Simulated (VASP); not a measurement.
A run of VASP 6.6.1 is set up as follows.

Contents of INCAR:

```
SYSTEM = ScAlN2
PREC     = Accurate       ! precision mode
ENCUT    = 520            ! plane-wave cutoff, eV
EDIFF    = 1E-6           ! SCF threshold, eV
ISMEAR   = 0              ! smearing method
SIGMA    = 0.01           ! smearing width, eV
LREAL    = .FALSE.        ! projectors in reciprocal space
LASPH    = .TRUE.         ! aspherical terms in the spheres
NELM     = 60             ! most SCF steps
ALGO     = Normal         ! electronic algorithm
ISIF     = 2              ! what is computed and relaxed
LWAVE    = .FALSE.        ! write WAVECAR
LCHARG   = .FALSE.        ! write CHGCAR
GGA      = PE             ! functional
NBANDS   = 20             ! bands
```

File KPOINTS:

```
Automatic mesh
0
G
  4 4 4
  0 0 0
```

File POSCAR:

```
ScAlN2
1.0
    3.1428888659      0.0000000000      0.0000000000
    0.0000000000      3.1428888659      0.0000000000
    0.0000000000      0.0000000000      4.4583979911
Sc N Al
1 2 1
Direct
    0.0000000000      0.0000000000      0.0000000000
    0.0000000000      0.0000000000      0.5000000000
    0.5000000000      0.5000000000      0.0000000000
    0.5000000000      0.5000000000      0.5000000000
```

Potentials or basis: VASP PAW PBE potentials, release 64 (Sc_sv, N, Al).

The run is started by

```bash
$ cat potpaw_PBE.64/Sc_sv/POTCAR potpaw_PBE.64/N/POTCAR potpaw_PBE.64/Al/POTCAR > POTCAR
$ mpirun -np 1 vasp_std > vasp.out
```

Problem. Predict the pressure.

Solution. -13.6 GPa.

Problem. Estimate the band gap on the k mesh.

Solution. 0.81 eV, direct.

Stress tensor (GPa, compression positive):
```
-13.48   0.00   0.00
  0.00 -13.48   0.00
  0.00   0.00 -13.98
```

Caveat: the k points lie up to 0.50 Å⁻¹ apart. A k mesh can miss the band edges.
